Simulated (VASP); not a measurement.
# Sn (I4_1/amd) in VASP: further runs, part 2 of 2

VASP 6.6.1. The steps go on from the part before.

## 3. Single point, PBE (strain -0.030 along x and y, +0.000 along z)

INCAR reads:

```
SYSTEM = Sn
  PREC = Accurate
  ENCUT = 520
  EDIFF = 1E-6
  ISMEAR = 0
  SIGMA = 0.15
  LREAL = .False.
  LASPH = .True.
  NELM = 100
  ALGO = Fast
  ISIF = 2
  LWAVE = .False.
  LCHARG = .False.
  GGA = PE
  NBANDS = 21
```

KPOINTS reads:

```
regular mesh
0
Gamma
  12 12 12
  0 0 0
```

POSCAR reads:

```
Sn
1.0
    0.0000000000      3.1482320000      3.2456000000
    3.1482320000      0.0000000000      3.2456000000
    3.1482320000      3.1482320000      0.0000000000
Sn
2
Direct
    0.5000000000      0.5000000000      0.5000000000
    0.7500000000      0.7500000000      0.7500000000
```

Potentials or basis: VASP PAW PBE potentials, release 64 (Sn_d).

Run with:

```bash
$ cat potpaw_PBE.64/Sn_d/POTCAR > POTCAR
$ mpirun -np 1 vasp_std > vasp.out
```

OUTCAR:

```text
SYSTEM = Sn
   PREC = Accurate
   ENCUT = 520
   EDIFF = 1E-6
   ISMEAR = 0
   LREAL = .False.
   LASPH = .True.
   NELM = 100
   ISIF = 2
   GGA = PE

 ion  position               nearest neighbor table
   1  0.500  0.500  0.500-   2 2.75   2 2.75   2 2.75   2 2.75
   2  0.750  0.750  0.750-   1 2.75   1 2.75   1 2.75   1 2.75

  LATTYP: Found a body centered tetragonal cell.
 ALAT       =     4.4522723919
 C/A-ratio  =     1.4579521262

  Lattice vectors:

 A1 = (  -3.1482320000,   0.0000000000,   3.2456000000)
 A2 = (   3.1482320000,   0.0000000000,   3.2456000000)
 A3 = (   0.0000000000,   3.1482320000,  -3.2456000000)

Analysis of symmetry for initial positions (statically):
=====================================================================
 Subroutine PRICEL returns:
 Original cell was already a primitive cell.

 Routine SETGRP: Setting up the symmetry group for a
 body centered tetragonal supercell.

 Subroutine GETGRP returns: Found 16 space group operations
 (whereof  8 operations were pure point group operations)
 out of a pool of 16 trial point group operations.

The static configuration has the point symmetry D_2d.
 The point group associated with its full space group is D_4h.

Analysis of symmetry for dynamics (positions and initial velocities):
=====================================================================
 Subroutine PRICEL returns:
 Original cell was already a primitive cell.

 Routine SETGRP: Setting up the symmetry group for a
 body centered tetragonal supercell.

 Subroutine GETGRP returns: Found 16 space group operations
 (whereof  8 operations were pure point group operations)
 out of a pool of 16 trial point group operations.

The dynamic configuration has the point symmetry D_2d.
 The point group associated with its full space group is D_4h.

 Subroutine INISYM returns: Found 16 space group operations
 (whereof  8 operations are pure point group operations),
 and found     1 'primitive' translations
[... 111 lines left out ...]
   EFERMI_NEDOS =   21; number of points for ismear=-14 and -15
   IALGO  =     68    algorithm
   IMIX   =      4    mixing-type and parameters
     AMIX     =   0.40;   BMIX     =  1.00
     AMIX_MAG =   1.60;   BMIX_MAG =  1.00
  volume/ion in A,a.u.               =      32.17       217.08
  Fermi-wavevector in a.u.,A,eV,Ry     =   1.240627  2.344446 20.941492  1.539156
  Thomas-Fermi vector in A             =   2.375060
   LORBIT       =      0    0 simple, 1 ext, 2 COOP (PROOUT), +10 PAW based schemes
   GGA     = PE    functional components
   LHFCALC =     F    Hartree Fock is set to
   AEXX    =    0.0000 exact exchange contribution
   IVDW    =     0    specifies the selected vdW correction
   LEPSILON=     F    determine dielectric tensor
   LRPA    =     F    only Hartree local field effects (RPA)
 non-spin polarized calculation
 RMM-DIIS sequential band-by-band and
 Gauss-broadening in eV      SIGMA  =   0.15
  energy-cutoff  :      520.00
  volume of cell :       64.34
 maximum number of plane-waves:      1757
 NGX is ok and might be reduce to    36
   NGX = 17   NGY = 17   NGZ = 17

 number of electron      28.0000009 magnetization

 Free energy of the ion-electron system (eV)
  ---------------------------------------------------
  ext. energy  EPLUGINS =         0.00000000
  ---------------------------------------------------
  free energy    TOTEN  =        -7.51780203 eV

  energy without entropy =       -7.51654954  energy(sigma->0) =       -7.51717578

 E-fermi :   6.3837     XC(G=0):  -9.1441

 val. band max:        6.3171890290   @ k =  -0.0833   0.0833   0.0000
 cond. band min:       6.4062361735   @ k =   0.5000   0.0000   0.0000
 fundamental gap:      0.0890471445
 Fermi energy:         6.3837308045

 k-point     1 :       0.0000    0.0000    0.0000
  band No.  band energies     occupation
      1     -15.5195      2.00000
      2     -15.5195      2.00000
      3     -15.5049      2.00000
      4     -15.4496      2.00000
      5     -15.4430      2.00000
      6     -15.0986      2.00000
[... 565 lines left out ...]
     20      14.2679      0.00000
     21      14.4211      0.00000

 [... further k-points ...]

------------------------ aborting loop because EDIFF is reached ----------------------------------------

  FORCE on cell =-STRESS in cart. coord.  units (eV):
  Direction    XX          YY          ZZ          XY          YZ          ZX
  --------------------------------------------------------------------------------------
  -------------------------------------------------------------------------------------
  Total        2.7991127      2.7991127      2.4224776      0.0000000     -0.0000000      0.0000000
  in kB       69.7063772     69.7063772     60.3270242      0.0000000     -0.0000000      0.0000000
  external PRESSURE =      66.5799262 kB  Pullay stress =       0.0000000 kB

 VOLUME and BASIS-vectors are now :
 -----------------------------------------------------------------------------
  energy-cutoff  :      520.00
  volume of cell :       64.34
      direct lattice vectors                 reciprocal lattice vectors
     0.000000000  3.148232000  3.245600000    -0.158819299  0.158819299  0.154054720
     3.148232000  0.000000000  3.245600000     0.158819299 -0.158819299  0.154054720
     3.148232000  3.148232000  0.000000000     0.158819299  0.158819299 -0.154054720

 POSITION                                       TOTAL-FORCE (eV/Angst)
 -----------------------------------------------------------------------------------
      3.14823      3.14823      3.24560        -0.000000     -0.000000      0.000000
      4.72235      4.72235      4.86840         0.000000      0.000000      0.000000
 -----------------------------------------------------------------------------------
    total drift:                                0.000000      0.000000      0.000000

  FREE ENERGIE OF THE ION-ELECTRON SYSTEM (eV)
  ---------------------------------------------------
  free  energy   TOTEN  =        -7.5178020300 eV

  energy  without entropy=       -7.5165495360  energy(sigma->0) =       -7.51717578
```

OSZICAR:

```text
N       E                     dE             d eps       ncg     rms          rms(c)
DAV:   1     0.230919084786E+03    0.23092E+03   -0.14890E+04  6926   0.201E+03
DAV:   2     0.176077500369E+02   -0.21331E+03   -0.20863E+03  6886   0.452E+02
DAV:   3    -0.678655183956E+01   -0.24394E+02   -0.24263E+02  8036   0.140E+02
DAV:   4    -0.756845443038E+01   -0.78190E+00   -0.78155E+00  7781   0.284E+01
DAV:   5    -0.759501499785E+01   -0.26561E-01   -0.26560E-01 10015   0.508E+00    0.353E+00
RMM:   6    -0.754055698734E+01    0.54458E-01   -0.24157E-02  8491   0.185E+00    0.209E+00
RMM:   7    -0.751497178821E+01    0.25585E-01   -0.59744E-02  8817   0.240E+00    0.167E-01
RMM:   8    -0.751716918468E+01   -0.21974E-02   -0.90196E-03  8858   0.841E-01    0.565E-02
RMM:   9    -0.751770408601E+01   -0.53490E-03   -0.30463E-03  9845   0.557E-01    0.490E-02
RMM:  10    -0.751778963909E+01   -0.85553E-04   -0.79780E-04  9881   0.244E-01    0.134E-02
RMM:  11    -0.751780050420E+01   -0.10865E-04   -0.10162E-04 10785   0.809E-02    0.291E-03
RMM:  12    -0.751780189139E+01   -0.13872E-05   -0.13955E-05  9430   0.282E-02    0.128E-03
RMM:  13    -0.751780203003E+01   -0.13864E-06   -0.21267E-06  5824   0.129E-02
   1 F= -.75178020E+01 E0= -.75171758E+01  d E =-.125249E-02
```

It took 86 s on 1 thread of Intel Xeon 6975P-C (Granite Rapids), shared host; peak memory 0.32 GiB.

Results:

| Item | Value |
| --- | --- |
| Free energy | -7.5178 eV |
| Pressure | 6.7 GPa |
| Band gap on the k mesh | zero (bands 14 and 15 overlap by 0.06 eV) |

Levels at points of the mesh, in eV from the Fermi level:
```
           k point  band 10  band 11  band 12  band 13  band 14  band 15  band 16  band 17  band 18  band 19
(0.00, 0.00, 0.00)   -21.45   -11.10    -0.30    -0.14     0.08     0.08     2.05     2.05     2.17     4.98
(0.50, 0.00, 0.00)   -21.39    -9.35    -6.62    -1.41    -1.18     0.02     3.11     3.25     5.52     8.62
(0.50, 0.50, 0.00)   -21.37    -7.89    -7.89    -2.63    -2.63     0.81     0.81     8.01     8.01     9.61
(0.50, 0.00, 0.50)   -21.38    -7.76    -7.76    -2.80    -2.80     0.60     0.60     7.99     7.99     9.62
```

Caveat: the cell differs from its parent crystal (strain -0.030 along x and y, +0.000 along z); the cell stands under pressure; spin-orbit coupling is left out, which moves the levels of the heavy elements.

## 4. Single point, PBE (strain -0.030 along x and y, +0.015 along z)

INCAR reads:

```
PREC = Accurate ; ENCUT = 520
EDIFF = 1E-6 ; ISMEAR = 0
SIGMA = 0.15 ; LREAL = F
LASPH = T ; NELM = 80
ALGO = Fast ; ISIF = 2
LWAVE = F ; LCHARG = F
GGA = PE ; NBANDS = 21
```

KPOINTS reads:

```
Automatic mesh
0
Gamma
  12 12 12
```

POSCAR reads:

```
Sn
1.0
    0.0000000000      3.1482320000      3.2942840000
    3.1482320000      0.0000000000      3.2942840000
    3.1482320000      3.1482320000      0.0000000000
Sn
2
Direct
    0.5000000000      0.5000000000      0.5000000000
    0.7500000000      0.7500000000      0.7500000000
```

Potentials or basis: VASP PAW PBE potentials, release 64 (Sn_d).

Run with:

```bash
$ cat potpaw_PBE.64/Sn_d/POTCAR > POTCAR
$ mpirun -np 1 vasp_std > vasp.out
```

OUTCAR:

```text
PREC = Accurate
   ENCUT = 520
   EDIFF = 1E-6
   ISMEAR = 0
   LREAL = F
   LASPH = T
   NELM = 80
   ISIF = 2
   GGA = PE

 ion  position               nearest neighbor table
   1  0.500  0.500  0.500-   2 2.77   2 2.77   2 2.77   2 2.77
   2  0.750  0.750  0.750-   1 2.77   1 2.77   1 2.77   1 2.77

  LATTYP: Found a body centered tetragonal cell.
 ALAT       =     4.4522723919
 C/A-ratio  =     1.4798214081

  Lattice vectors:

 A1 = (  -3.1482320000,   0.0000000000,   3.2942840000)
 A2 = (   3.1482320000,   0.0000000000,   3.2942840000)
 A3 = (   0.0000000000,   3.1482320000,  -3.2942840000)

Analysis of symmetry for initial positions (statically):
=====================================================================
 Subroutine PRICEL returns:
 Original cell was already a primitive cell.

 Routine SETGRP: Setting up the symmetry group for a
 body centered tetragonal supercell.

 Subroutine GETGRP returns: Found 16 space group operations
 (whereof  8 operations were pure point group operations)
 out of a pool of 16 trial point group operations.

The static configuration has the point symmetry D_2d.
 The point group associated with its full space group is D_4h.

Analysis of symmetry for dynamics (positions and initial velocities):
=====================================================================
 Subroutine PRICEL returns:
 Original cell was already a primitive cell.

 Routine SETGRP: Setting up the symmetry group for a
 body centered tetragonal supercell.

 Subroutine GETGRP returns: Found 16 space group operations
 (whereof  8 operations were pure point group operations)
 out of a pool of 16 trial point group operations.

The dynamic configuration has the point symmetry D_2d.
 The point group associated with its full space group is D_4h.

 Subroutine INISYM returns: Found 16 space group operations
 (whereof  8 operations are pure point group operations),
 and found     1 'primitive' translations

[... 111 lines left out ...]
   IALGO  =     68    algorithm
   IMIX   =      4    mixing-type and parameters
     AMIX     =   0.40;   BMIX     =  1.00
     AMIX_MAG =   1.60;   BMIX_MAG =  1.00
  volume/ion in A,a.u.               =      32.65       220.34
  Fermi-wavevector in a.u.,A,eV,Ry     =   1.234486  2.332839 20.734661  1.523955
  Thomas-Fermi vector in A             =   2.369174
   LORBIT       =      0    0 simple, 1 ext, 2 COOP (PROOUT), +10 PAW based schemes
   GGA     = PE    functional components
   LHFCALC =     F    Hartree Fock is set to
   AEXX    =    0.0000 exact exchange contribution
   IVDW    =     0    specifies the selected vdW correction
   LEPSILON=     F    determine dielectric tensor
   LRPA    =     F    only Hartree local field effects (RPA)
 non-spin polarized calculation
 RMM-DIIS sequential band-by-band and
 Gauss-broadening in eV      SIGMA  =   0.15
  energy-cutoff  :      520.00
  volume of cell :       65.30
 maximum number of plane-waves:      1785
 NGX is ok and might be reduce to    36
   NGX = 17   NGY = 17   NGZ = 17

 number of electron      28.0000010 magnetization

 Free energy of the ion-electron system (eV)
  ---------------------------------------------------
  ext. energy  EPLUGINS =         0.00000000
  ---------------------------------------------------
  free energy    TOTEN  =        -7.55065226 eV

  energy without entropy =       -7.54922000  energy(sigma->0) =       -7.54993613

 E-fermi :   6.2097     XC(G=0):  -9.0790

 val. band max:        6.1943869520   @ k =  -0.0833   0.0833   0.0000
 cond. band min:       6.2361968364   @ k =   0.4167   0.0000   0.0000
 fundamental gap:      0.0418098844
 Fermi energy:         6.2096634065

 k-point     1 :       0.0000    0.0000    0.0000
  band No.  band energies     occupation
      1     -15.6533      2.00000
      2     -15.6533      2.00000
      3     -15.6330      2.00000
      4     -15.5848      2.00000
      5     -15.5762      2.00000
      6     -15.2534      2.00000
[... 565 lines left out ...]
     20      14.0640      0.00000
     21      14.2106      0.00000

 [... further k-points ...]

------------------------ aborting loop because EDIFF is reached ----------------------------------------

  FORCE on cell =-STRESS in cart. coord.  units (eV):
  Direction    XX          YY          ZZ          XY          YZ          ZX
  --------------------------------------------------------------------------------------
  -------------------------------------------------------------------------------------
  Total        2.5246273      2.5246273      1.9402282      0.0000000      0.0000000      0.0000000
  in kB       61.9417344     61.9417344     47.6035020      0.0000000      0.0000000      0.0000000
  external PRESSURE =      57.1623236 kB  Pullay stress =       0.0000000 kB

 VOLUME and BASIS-vectors are now :
 -----------------------------------------------------------------------------
  energy-cutoff  :      520.00
  volume of cell :       65.30
      direct lattice vectors                 reciprocal lattice vectors
     0.000000000  3.148232000  3.294284000    -0.158819299  0.158819299  0.151778049
     3.148232000  0.000000000  3.294284000     0.158819299 -0.158819299  0.151778049
     3.148232000  3.148232000  0.000000000     0.158819299  0.158819299 -0.151778049

 POSITION                                       TOTAL-FORCE (eV/Angst)
 -----------------------------------------------------------------------------------
      3.14823      3.14823      3.29428        -0.000000     -0.000000     -0.000000
      4.72235      4.72235      4.94143         0.000000      0.000000      0.000000
 -----------------------------------------------------------------------------------
    total drift:                                0.000000      0.000000      0.000000

  FREE ENERGIE OF THE ION-ELECTRON SYSTEM (eV)
  ---------------------------------------------------
  free  energy   TOTEN  =        -7.5506522581 eV

  energy  without entropy=       -7.5492199993  energy(sigma->0) =       -7.54993613
```

Wall time 90 s (1 thread of Intel Xeon 6975P-C (Granite Rapids), shared host); peak memory 0.32 GiB.

What came out:

- Free energy: -7.5507 eV
- Pressure: 5.7 GPa
- Band gap on the k mesh: zero (bands 14 and 15 overlap by 0.14 eV)

Stress tensor (GPa, compression positive):
```
6.19 0.00 0.00
0.00 6.19 0.00
0.00 0.00 4.76
```

Levels at points of the mesh, in eV from the Fermi level:
```tsv
k point	band 11	band 12	band 13	band 14	band 15	band 16	band 17	band 18
(0.00, 0.00, 0.00)	-10.99	-0.41	-0.21	0.12	0.12	2.04	2.04	2.22
(0.50, 0.00, 0.00)	-9.27	-6.55	-1.44	-1.09	-0.02	3.10	3.29	5.55
(0.50, 0.50, 0.00)	-7.86	-7.86	-2.51	-2.51	0.90	0.90	7.90	7.90
(0.50, 0.00, 0.50)	-7.68	-7.68	-2.77	-2.77	0.60	0.60	7.85	7.85
```

Caveat: the cell differs from its parent crystal (strain -0.030 along x and y, +0.015 along z); the cell stands under pressure; spin-orbit coupling is left out, which moves the levels of the heavy elements.

## 5. The runs side by side

| cell | gap on the mesh (eV) | pressure (GPa) |
| --- | --- | --- |
| a = 4.487, b = 4.487, c = 4.452 Å, angles 60.3, 60.3, 59.5°, 2 atoms | none | 7.7 |
| a = 4.522, b = 4.522, c = 4.452 Å, angles 60.5, 60.5, 59.0°, 2 atoms | none | 6.7 |
| a = 4.557, b = 4.557, c = 4.452 Å, angles 60.8, 60.8, 58.5°, 2 atoms | none | 5.7 |

Alike in all rows: task single point; level PBE; potentials or basis VASP PAW PBE potentials, release 64 (Sn_d); no spin polarisation; k mesh 12 × 12 × 12; cutoff (eV) 520; smearing gaussian 0.15 eV.

Caveats: the cell stands under pressure; spin-orbit coupling is left out, which moves the levels of the heavy elements.

Absolute energies hang on the potentials; compare differences alone.

The gap in the log of VASP goes by the Fermi energy; the results here count the filled bands.